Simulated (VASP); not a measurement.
# Pd (P6_3/mmc) in VASP: further runs

Pd is run at these levels: LDA; tasks: single point.

All numbers are computed with VASP 6.6.1; they aren't measurements. Logs are shortened: lines on timing, memory, paths and dates and some standing lists are left out, and cuts for length are marked.

### Step 1. The cell of the first run

Symmetry: P6_3/mmc, No. 194, hexagonal system. Conventional cell: a = 2.635 Å, b = 2.635 Å, c = 8.690 Å, α = 90.00°, β = 90.00°, γ = 120.00°. Pd (site symmetry -3m) has 12 Pd at 2.64 to 2.65 Å within 3.5 Å. Pd (site symmetry -6m2) has 12 Pd at 2.64 to 2.65 Å within 3.5 Å.

### Step 2. Single point, LDA (volume scaled by 0.92)

Contents of INCAR:

```
PREC = Accurate ; ENCUT = 520
EDIFF = 1E-6 ; ISMEAR = -1
SIGMA = 0.1 ; LREAL = False
LASPH = True ; NELM = 100
ALGO = Normal ; ISIF = 2
LWAVE = False ; LCHARG = False
NBANDS = 28
```

Contents of KPOINTS:

```
Automatic mesh
0
Gamma
  15 15 4
```

Contents of POSCAR:

```
Pd
1.0
    2.6351256189      0.0000000000      0.0000000000
   -1.3175628094      2.2820857281      0.0000000000
    0.0000000000      0.0000000000      8.6895512365
Pd
4
Direct
    1.0000000000      1.0000000000      0.0000000000
    1.0000000000      0.0000000000      0.5000000000
    0.3333333333      0.6666666667      0.2500000000
    0.6666666667      0.3333333333      0.7500000000
```

Potentials or basis: VASP PAW LDA potentials, release 64 (Pd).

On the command line:

```
> cat potpaw_LDA.64/Pd/POTCAR > POTCAR
> mpirun -np 1 vasp_std > vasp.out
```

OUTCAR:

```text
PREC = Accurate
   ENCUT = 520
   EDIFF = 1E-6
   ISMEAR = -1
   LREAL = False
   LASPH = True
   NELM = 100
   ISIF = 2

 ion  position               nearest neighbor table
   1  0.000  0.000  0.000-   3 2.65   4 2.65   3 2.65   4 2.65   4 2.65   3 2.65
   2  0.000  0.000  0.500-   3 2.65   4 2.65   3 2.65   4 2.65   4 2.65   3 2.65
   3  0.333  0.667  0.250-   1 2.65   2 2.65   1 2.65   2 2.65   1 2.65   2 2.65
   4  0.667  0.333  0.750-   1 2.65   2 2.65   1 2.65   2 2.65   1 2.65   2 2.65

  LATTYP: Found a hexagonal cell.
 ALAT       =     2.6351256189
 C/A-ratio  =     3.2975851983

  Lattice vectors:

 A1 = (   2.6351256189,   0.0000000000,   0.0000000000)
 A2 = (  -1.3175628094,   2.2820857281,   0.0000000000)
 A3 = (   0.0000000000,   0.0000000000,   8.6895512365)

Analysis of symmetry for initial positions (statically):
=====================================================================
 Subroutine PRICEL returns:
 Original cell was already a primitive cell.

 Routine SETGRP: Setting up the symmetry group for a
 hexagonal supercell.

 Subroutine GETGRP returns: Found 24 space group operations
 (whereof 12 operations were pure point group operations)
 out of a pool of 24 trial point group operations.

The static configuration has the point symmetry D_3d.
 The point group associated with its full space group is D_6h.

Analysis of symmetry for dynamics (positions and initial velocities):
=====================================================================
 Subroutine PRICEL returns:
 Original cell was already a primitive cell.

 Routine SETGRP: Setting up the symmetry group for a
 hexagonal supercell.

 Subroutine GETGRP returns: Found 24 space group operations
 (whereof 12 operations were pure point group operations)
 out of a pool of 24 trial point group operations.

The dynamic configuration has the point symmetry D_3d.
 The point group associated with its full space group is D_6h.

 Subroutine INISYM returns: Found 24 space group operations
 (whereof 12 operations are pure point group operations),
 and found     1 'primitive' translations

----------------------------------------------------------------------------------------

                                     Primitive cell

  volume of cell :      52.2553

  direct lattice vectors                    reciprocal lattice vectors
     2.635125619  0.000000000  0.000000000     0.379488550  0.219097816  0.000000000
    -1.317562809  2.282085728  0.000000000     0.000000000  0.438195633  0.000000000
     0.000000000  0.000000000  8.689551236     0.000000000  0.000000000  0.115080742

  length of vectors
     2.635125619  2.635125619  8.689551236     0.438195633  0.438195633  0.115080742

  position of ions in fractional coordinates (direct lattice)
     0.000000000  0.000000000  0.000000000
     0.000000000  0.000000000  0.500000000
     0.333333333  0.666666667  0.250000000
     0.666666667  0.333333333  0.750000000

  ion indices of the primitive-cell ions
   primitive index   ion index
                 1           1
                 2           2
                 3           3
                 4           4

----------------------------------------------------------------------------------------

 KPOINTS: Automatic mesh

Automatic generation of k-mesh.
 Grid dimensions read from file:
 generate k-points for:   15   15    4

 Generating k-lattice:

  Cartesian coordinates                     Fractional coordinates (reciprocal lattice)
     0.025299237  0.014606521  0.000000000     0.066666667  0.000000000  0.000000000
     0.000000000  0.029213042  0.000000000     0.000000000  0.066666667  0.000000000
     0.000000000  0.000000000  0.028770185     0.000000000  0.000000000  0.250000000

  Length of vectors
     0.029213042  0.029213042  0.028770185

  Shift w.r.t. Gamma in fractional coordinates (k-lattice)
     0.000000000  0.000000000  0.000000000

 Subroutine IBZKPT returns following result:
 ===========================================

 Found     81 irreducible k-points:

 Following reciprocal coordinates:
            Coordinates               Weight
  0.000000  0.000000  0.000000      1.000000
  0.066667  0.000000  0.000000      6.000000
  0.133333 -0.000000  0.000000      6.000000
  0.200000  0.000000  0.000000      6.000000
  0.266667 -0.000000  0.000000      6.000000
  0.333333 -0.000000  0.000000      6.000000
[... 16 lines left out ...]
  0.333333  0.200000  0.000000     12.000000
  0.400000  0.200000  0.000000      6.000000
 [... further k-points ...]
   k-points           NKPTS =     81   k-points in BZ     NKDIM =     81   number of bands    NBANDS=     28
   number of dos      NEDOS =    301   number of ions     NIONS =      4
   total plane-waves  NPLWV =  28000
   dimension x,y,z NGX =    20 NGY =   20 NGZ =   70
   dimension x,y,z NGXF=    40 NGYF=   40 NGZF=  140
   ions per type =               4
   NGX,Y,Z   is equivalent  to a cutoff of  12.62, 12.62, 13.39 a.u.
   NGXF,Y,Z  is equivalent  to a cutoff of  25.24, 25.24, 26.78 a.u.
 SYSTEM =  unknown system
   PREC   = accura    normal or accurate (medium, high low for compatibility)
   ISTART =      0    job   : 0-new  1-cont  2-samecut
   ICHARG =      2    charge: 1-file 2-atom 10-const
   ISPIN  =      1    spin polarized calculation?
   LNONCOLLINEAR =      F non collinear calculations
   LSORBIT =      F    spin-orbit coupling
   LASPH  =      T    aspherical Exc in radial PAW
   ENCUT  =  520.0 eV  38.22 Ry    6.18 a.u.   4.90  4.90 16.16*2*pi/ulx,y,z
   NELM   =    100;   NELMIN=  2; NELMDL= -5     # of ELM steps
   EDIFF  = 0.1E-05   stopping-criterion for ELM
   LREAL  =      F    real-space projection
   EDIFFG = 0.1E-04   stopping-criterion for IOM
   NSW    =      0    number of steps for IOM
   IBRION =     -1    ionic relax: 0-MD 1-quasi-New 2-CG
   NFREE  =      0    steps in history (QN), initial steepest desc. (CG)
   ISIF   =      2    stress and relaxation
   ISYM   =      2    0-nonsym 1-usesym 2-fastsym
   POTIM  = 0.5000    time-step for ionic-motion
   TEBEG  =    0.0;   TEEND  =   0.0 temperature during run
   PSTRESS=    0.0 pullay stress
   NELECT =      40.0000    total number of electrons
   NUPDOWN=      -1.0000    fix difference up-down
   EMIN   =  10.00;   EMAX   =-10.00  energy-range for DOS
   EFERMI =   0.00;   METHOD = LEGACY
   ISMEAR =    -1;   SIGMA  =   0.10  broadening in eV -4-tet -1-fermi 0-gaus
   EFERMI_NEDOS =   21; number of points for ismear=-14 and -15
   IALGO  =     38    algorithm
   IMIX   =      4    mixing-type and parameters
     AMIX     =   0.40;   BMIX     =  1.00
     AMIX_MAG =   1.60;   BMIX_MAG =  1.00
  volume/ion in A,a.u.               =      13.06        88.16
  Fermi-wavevector in a.u.,A,eV,Ry     =   1.497561  2.829981 30.513649  2.242690
  Thomas-Fermi vector in A             =   2.609433
   LORBIT       =      0    0 simple, 1 ext, 2 COOP (PROOUT), +10 PAW based schemes
   GGA     = CA    functional components
   LHFCALC =     F    Hartree Fock is set to
   AEXX    =    0.0000 exact exchange contribution
   IVDW    =     0    specifies the selected vdW correction
   LEPSILON=     F    determine dielectric tensor
   LRPA    =     F    only Hartree local field effects (RPA)
 non-spin polarized calculation
  energy-cutoff  :      520.00
  volume of cell :       52.26
 maximum number of plane-waves:      1455
 NGX is ok and might be reduce to    20
   NGX =  9   NGY =  9   NGZ = 33

 number of electron      39.9999999 magnetization

 Free energy of the ion-electron system (eV)
  ---------------------------------------------------
  ext. energy  EPLUGINS =         0.00000000
  ---------------------------------------------------
  free energy    TOTEN  =       -25.74044516 eV

  energy without entropy =      -25.51726563  energy(sigma->0) =      -25.62885540

 E-fermi :  11.8682     XC(G=0): -14.2706

 val. band max:       11.8661289169   @ k =   0.4000   0.1333   0.0000
 cond. band min:      11.8698965218   @ k =   0.2667   0.2000   0.0000
 fundamental gap:      0.0037676049
 Fermi energy:        11.8682378652

 k-point     1 :       0.0000    0.0000    0.0000
  band No.  band energies     occupation
      1       3.6005      2.00000
      2       5.3719      2.00000
      3       5.3821      2.00000
      4       5.4333      2.00000
      5       8.2621      2.00000
      6       8.2722      2.00000
[... 20 lines left out ...]
     27      27.2714      0.00000
     28      28.7184      0.00000

 k-point     2 :       0.0667    0.0000    0.0000
  band No.  band energies     occupation
      1       3.7623      2.00000
      2       5.5210      2.00000
      3       5.5335      2.00000
      4       5.5577      2.00000
      5       7.9838      2.00000
      6       8.1574      2.00000
[... 20 lines left out ...]
     27      27.3541      0.00000
     28      28.9159      0.00000

 k-point     3 :       0.1333   -0.0000    0.0000
  band No.  band energies     occupation
      1       4.2236      2.00000
      2       5.8567      2.00000
      3       5.9324      2.00000
      4       5.9435      2.00000
      5       7.5433      2.00000
      6       7.8044      2.00000
[... 20 lines left out ...]
     27      27.5772      0.00000
     28      29.3222      0.00000

 k-point     4 :       0.2000    0.0000    0.0000
  band No.  band energies     occupation
      1       4.8937      2.00000
      2       6.1172      2.00000
      3       6.3037      2.00000
      4       6.4338      2.00000
      5       7.1804      2.00000
      6       7.4328      2.00000
[... 20 lines left out ...]
     27      27.8295      0.00000
     28      28.1562      0.00000

 k-point     5 :       0.2667   -0.0000    0.0000
  band No.  band energies     occupation
      1       5.5289      2.00000
      2       6.0673      2.00000
      3       6.1923      2.00000
      4       6.5221      2.00000
      5       7.0682      2.00000
      6       7.1022      2.00000
[... 20 lines left out ...]
     27      26.8796      0.00000
     28      26.9476      0.00000

 k-point     6 :       0.3333   -0.0000    0.0000
  band No.  band energies     occupation
      1       5.6700      2.00000
      2       5.8299      2.00000
      3       5.8671      2.00000
      4       6.4526      2.00000
      5       6.7877      2.00000
      6       6.9851      2.00000
[... 463 lines left out ...]
      5       6.9465      2.00000
      6       6.9471      2.00000
[... 20 lines left out ...]
     27      24.0394      0.00000
     28      26.1704      0.00000

 k-point    22 :       0.2667    0.2000    0.0000
  band No.  band energies     occupation
      1       6.1822      2.00000
      2       6.2028      2.00000
      3       6.6152      2.00000
      4       6.6860      2.00000
      5       7.0047      2.00000
      6       7.2901      2.00000
[... 20 lines left out ...]
     27      22.8902      0.00000
     28      24.3248      0.00000

 k-point    23 :       0.3333    0.2000    0.0000
  band No.  band energies     occupation
      1       5.9742      2.00000
      2       6.1277      2.00000
      3       6.4358      2.00000
      4       6.8070      2.00000
      5       7.1144      2.00000
      6       7.2971      2.00000
[... 20 lines left out ...]
     27      22.2135      0.00000
     28      23.3815      0.00000

 k-point    24 :       0.4000    0.2000    0.0000
  band No.  band energies     occupation
      1       5.8973      2.00000
      2       6.1025      2.00000
      3       6.3714      2.00000
      4       6.9444      2.00000
      5       7.1129      2.00000
      6       7.2503      2.00000
[... 20 lines left out ...]
     27      21.8830      0.00000
     28      24.1804      0.00000

 [... further k-points ...]
[... 5 lines left out ...]
  --------------------------------------------------------------------------------------
  -------------------------------------------------------------------------------------
  Total        7.7583228      7.7583228      7.6387913      0.0000000      0.0000000      0.0000000
  in kB      237.8744526    237.8744526    234.2095498      0.0000000      0.0000000      0.0000000
  external PRESSURE =     236.6528184 kB  Pullay stress =       0.0000000 kB

 VOLUME and BASIS-vectors are now :
 -----------------------------------------------------------------------------
  energy-cutoff  :      520.00
  volume of cell :       52.26
      direct lattice vectors                 reciprocal lattice vectors
     2.635125619  0.000000000  0.000000000     0.379488550  0.219097816  0.000000000
    -1.317562809  2.282085728  0.000000000     0.000000000  0.438195633  0.000000000
     0.000000000  0.000000000  8.689551236     0.000000000  0.000000000  0.115080742

 POSITION                                       TOTAL-FORCE (eV/Angst)
 -----------------------------------------------------------------------------------
      0.00000      0.00000      0.00000        -0.000000      0.000000     -0.000000
      0.00000      0.00000      4.34478        -0.000000      0.000000     -0.000000
     -0.00000      1.52139      2.17239        -0.000000      0.000000      0.000000
      1.31756      0.76070      6.51716         0.000000     -0.000000     -0.000000
 -----------------------------------------------------------------------------------
    total drift:                                0.000000     -0.000000      0.000000

  FREE ENERGIE OF THE ION-ELECTRON SYSTEM (eV)
  ---------------------------------------------------
  free  energy   TOTEN  =       -25.7404451612 eV

  energy  without entropy=      -25.5172656342  energy(sigma->0) =      -25.62885540
```

It took 49 s on 1 thread of Intel Xeon 6975P-C (Granite Rapids), shared host; peak memory 0.21 GiB.

What came out:

| Property | Result |
| --- | --- |
| Free energy | -25.7404 eV |
| Pressure | 23.7 GPa |
| Band gap on the k mesh | zero (band 20 reaches 12.13 eV, above the bottom of band 21 at 10.97 eV) |

Stress tensor (GPa, compression positive):
```
23.79  0.00  0.00
 0.00 23.79  0.00
 0.00  0.00 23.42
```

Caveat: the cell differs from its parent crystal (volume scaled by 0.92).

### Step 3. Single point, LDA (volume scaled by 0.96)

Contents of INCAR:

```
SYSTEM = Pd
ALGO = Normal
EDIFF = 1E-6
ENCUT = 520
ISIF = 2
ISMEAR = -1
LASPH = .True.
LCHARG = .True.
LELF = .True.
LREAL = .False.
LVHAR = .True.
LWAVE = .False.
NBANDS = 28
NELM = 100
PREC = Accurate
SIGMA = 0.1
```

Contents of KPOINTS:

```
k-points
0
Gamma
  15 15 4
  0 0 0
```

Contents of POSCAR:

```
Pd
1.0
    2.6727753572      0.0000000000      0.0000000000
   -1.3363876786      2.3146913580      0.0000000000
    0.0000000000      0.0000000000      8.8137044565
Pd
4
Direct
    1.0000000000      1.0000000000      0.0000000000
    1.0000000000      0.0000000000      0.5000000000
    0.3333333333      0.6666666667      0.2500000000
    0.6666666667      0.3333333333      0.7500000000
```

Potentials or basis: VASP PAW LDA potentials, release 64 (Pd).

On the command line:

```
> cat potpaw_LDA.64/Pd/POTCAR > POTCAR
> mpirun -np 1 vasp_std > vasp.out
```

Wall time 57 s (1 thread of Intel Xeon 6975P-C (Granite Rapids), shared host); peak memory 0.21 GiB.

Results (log left out):

```
Free energy            : -25.9803 eV
Pressure               : 10.5 GPa
Band gap on the k mesh : zero (band 20 reaches 11.28 eV, above the bottom of band 21 at 10.21 eV)
```

Stress tensor (GPa, compression positive):
```
10.58  0.00  0.00
 0.00 10.58  0.00
 0.00  0.00 10.29
```

Levels at points of the mesh, in eV from the Fermi level:
| k point | band 16 | band 17 | band 18 | band 19 | band 20 | band 21 | band 22 | band 23 | band 24 | band 25 |
| --- | --- | --- | --- | --- | --- | --- | --- | --- | --- | --- |
| (0.00, 0.00, 0.00) | -1.76 | -1.76 | -1.24 | -1.24 | -0.82 | -0.82 | -0.16 | -0.16 | 0.64 | 7.72 |
| (0.00, 0.00, 0.50) | -1.50 | -1.50 | -1.50 | -1.27 | -1.27 | -0.45 | -0.45 | -0.45 | -0.45 | 10.41 |

Caveat: the cell differs from its parent crystal (volume scaled by 0.96).

### Step 4. Single point, LDA

This run uses another cell than the first one, of 14.20 Å³/atom, 1.087 times its volume.

Contents of INCAR:

```
PREC = Accurate ; ENCUT = 520
EDIFF = 1E-7 ; ISMEAR = -1
SIGMA = 0.1 ; LREAL = False
LASPH = True ; NELM = 80
ALGO = Normal ; ISIF = 2
LWAVE = False ; LCHARG = True
LELF = True ; LVHAR = True
NBANDS = 28
```

Contents of KPOINTS:

```
regular mesh
0
Gamma
  15 15 4
```

Contents of POSCAR:

```
Pd
1.0
    2.7093932686      0.0000000000      0.0000000000
   -1.3546966343      2.3464033994      0.0000000000
    0.0000000000      0.0000000000      8.9344551389
Pd
4
Direct
    1.0000000000      1.0000000000      0.0000000000
    1.0000000000      0.0000000000      0.5000000000
    0.3333333333      0.6666666667      0.2500000000
    0.6666666667      0.3333333333      0.7500000000
```

On the command line:

```
> cat potpaw_LDA.64/Pd/POTCAR > POTCAR
> mpirun -np 1 vasp_std > vasp.out
```

Wall time 57 s (1 thread of Intel Xeon 6975P-C (Granite Rapids), shared host); peak memory 0.22 GiB.

The run converged. Its results:

* Free energy: -26.0548 eV
* Pressure: 0.2 GPa
* Band gap on the k mesh: zero (band 20 reaches 10.51 eV, above the bottom of band 21 at 9.51 eV)

Stress tensor (GPa, compression positive):
```
0.31 0.00 0.00
0.00 0.31 0.00
0.00 0.00 0.11
```

Levels at points of the mesh, in eV from the Fermi level:
| k point | band 18 | band 19 | band 20 | band 21 | band 22 | band 23 |
| --- | --- | --- | --- | --- | --- | --- |
| (0.00, 0.00, 0.00) | -1.16 | -1.16 | -0.77 | -0.77 | -0.15 | -0.15 |
| (0.00, 0.00, 0.50) | -1.41 | -1.14 | -1.14 | -0.42 | -0.42 | -0.42 |

### Step 5. Single point, LDA (volume scaled by 1.04)

Contents of INCAR:

```
SYSTEM = Pd
PREC     = Accurate       ! precision mode
ENCUT    = 520            ! plane-wave cutoff, eV
EDIFF    = 1E-6           ! SCF threshold, eV
ISMEAR   = -1             ! smearing method
SIGMA    = 0.1            ! smearing width, eV
LREAL    = .False.        ! projectors in reciprocal space
LASPH    = .True.         ! aspherical terms in the spheres
NELM     = 80             ! most SCF steps
ALGO     = Normal         ! electronic algorithm
ISIF     = 2              ! what is computed and relaxed
LWAVE    = .False.        ! write WAVECAR
LCHARG   = .False.        ! write CHGCAR
NBANDS   = 28             ! bands
```

Contents of KPOINTS:

```
Automatic mesh
0
Gamma
  15 15 4
  0 0 0
```

Contents of POSCAR:

```
Pd
1.0
    2.7450472687      0.0000000000      0.0000000000
   -1.3725236344      2.3772806693      0.0000000000
    0.0000000000      0.0000000000      9.0520272420
Pd
4
Direct
    1.0000000000      1.0000000000      0.0000000000
    1.0000000000      0.0000000000      0.5000000000
    0.3333333333      0.6666666667      0.2500000000
    0.6666666667      0.3333333333      0.7500000000
```

On the command line:

```
> cat potpaw_LDA.64/Pd/POTCAR > POTCAR
> mpirun -np 1 vasp_std > vasp.out
```

It took 67 s on 1 thread of Intel Xeon 6975P-C (Granite Rapids), shared host; peak memory 0.22 GiB.

The run converged. Its results:

| Property | Result |
| --- | --- |
| Free energy | -26.0010 eV |
| Pressure | -7.7 GPa |
| Band gap on the k mesh | zero (band 20 reaches 9.80 eV, above the bottom of band 21 at 8.86 eV) |

Stress tensor (GPa, compression positive):
```
-7.64  0.00  0.00
 0.00 -7.64  0.00
 0.00  0.00 -7.77
```

Levels at points of the mesh, in eV from the Fermi level:
| k point | band 17 | band 18 | band 19 | band 20 | band 21 | band 22 | band 23 | band 24 |
| --- | --- | --- | --- | --- | --- | --- | --- | --- |
| (0.00, 0.00, 0.00) | -1.55 | -1.08 | -1.08 | -0.73 | -0.73 | -0.15 | -0.15 | 0.83 |
| (0.00, 0.00, 0.50) | -1.32 | -1.32 | -1.03 | -1.03 | -0.40 | -0.40 | -0.40 | -0.40 |

Caveat: the cell differs from its parent crystal (volume scaled by 1.04).

### Step 6. The runs side by side

| cell | gap on the mesh (eV) | pressure (GPa) |
| --- | --- | --- |
| a = 2.635, b = 2.635, c = 8.690 Å, angles 90.0, 90.0, 120.0°, 4 atoms | none | 23.7 |
| a = 2.673, b = 2.673, c = 8.814 Å, angles 90.0, 90.0, 120.0°, 4 atoms | none | 10.5 |
| a = 2.709, b = 2.709, c = 8.934 Å, angles 90.0, 90.0, 120.0°, 4 atoms | none | 0.2 |
| a = 2.745, b = 2.745, c = 9.052 Å, angles 90.0, 90.0, 120.0°, 4 atoms | none | -7.7 |

Alike in all rows: task single point; level LDA; potentials or basis VASP PAW LDA potentials, release 64 (Pd); no spin polarisation; k mesh 15 × 15 × 4; cutoff (eV) 520; smearing fermi-dirac 0.1 eV.

Total energies depend on the potentials used, so only differences within one code and one set of settings carry meaning.
